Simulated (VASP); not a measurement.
Write the native input for VASP 6.6.1 that does the following.

* Task: single point
* Functional: PBE
* Potentials or basis: VASP PAW PBE potentials, release 64 (B, N)
* Cutoff: 520 eV
* k mesh: 12 × 12 × 12
* Occupations: fermi-dirac, width 0.78 eV
* Spin: no spin polarisation
* Dipole correction: no
* Further INCAR settings: ALGO = Normal; EDIFF = 1e-06; NBANDS = 11

The structure of BN lies in POSCAR:

```
BN
1.0
    0.0000000000      3.4953158300      2.1660912400
    1.2516321000      0.0000000000      2.1660912400
    1.2516321000      3.4953158300      0.0000000000
B N
1 1
Direct
    0.0000486500      0.0000486500      0.9999513500
    0.6666513400      0.6666513400      0.3333486600
```

These files were run (other wordings do the same):

INCAR

```
ALGO = Normal ; EDIFF = 1E-6
ENCUT = 520 ; GGA = PE
ISIF = 2 ; ISMEAR = -1
LASPH = T ; LCHARG = T
LELF = T ; LREAL = F
LVHAR = T ; LWAVE = F
NBANDS = 11 ; NELM = 80
PREC = Accurate ; SIGMA = 0.78
```

KPOINTS

```
k-points
0
Gamma
  12 12 12
```

Potentials or basis: VASP PAW PBE potentials, release 64 (B, N).

Launch:

```console
$ cat potpaw_PBE.64/B/POTCAR potpaw_PBE.64/N/POTCAR > POTCAR
$ mpirun -np 1 vasp_std > vasp.out
```

Results of the run:

| Quantity | Value |
| --- | --- |
| Pressure | 4.0 GPa |
| Band gap on the k mesh | 3.87 eV, indirect (least direct gap 4.58 eV) |

It took 65 s on 1 thread of Intel(R) Xeon(R) Platinum 8488C (Sapphire Rapids) (shared host), peak memory 0.18 GiB.
